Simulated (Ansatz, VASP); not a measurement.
Te2Mo: VASP beside Ansatz

```
Te Mo
1.0
     3.56023    0.00000    0.00000
    -1.78012    3.08325    0.00000
     0.00000    0.00000   17.52406
Te Mo
2 1
Direct
  0.33333 0.66667 0.89786
  0.33333 0.66667 0.10214
  0.97568 0.95135 0.00000
```

Alike in both runs: task single point; functional LDA; k mesh 12 × 12 × 2; occupations gaussian, width 0.05 eV; no spin polarisation.

|  | VASP | Ansatz |
| --- | --- | --- |
| version | VASP 6.6.1 | Ansatz 0.2.0 |
| potentials or method | VASP PAW LDA potentials, release 64 (Te, Mo_sv), cutoff 520 eV | scalar-relativistic, plane waves, PAW |
| valence electrons in the cell | 26 | 46 |

Ansatz gave:

* gap on the k mesh at the Fermi level (eV): 1.04
* least direct gap on the mesh (eV): 1.04
* rms of the force components (eV/Å): 0.783

Question: Which values does VASP return?

Answer: gap on the k mesh at the Fermi level (eV): 1.04; least direct gap on the mesh (eV): 1.04; rms of the force components (eV/Å): 0.782.

LDA's correlation is that of Perdew and Zunger in VASP and of Perdew and Wang (1992) in Ansatz. Atom by atom the forces differ by 0.025 eV/Å (rms over components). VASP's potentials hold 26 valence electrons a cell and Ansatz's 46, so a difference there can come from the potentials and not from the codes.

Spin-orbit coupling is off throughout.
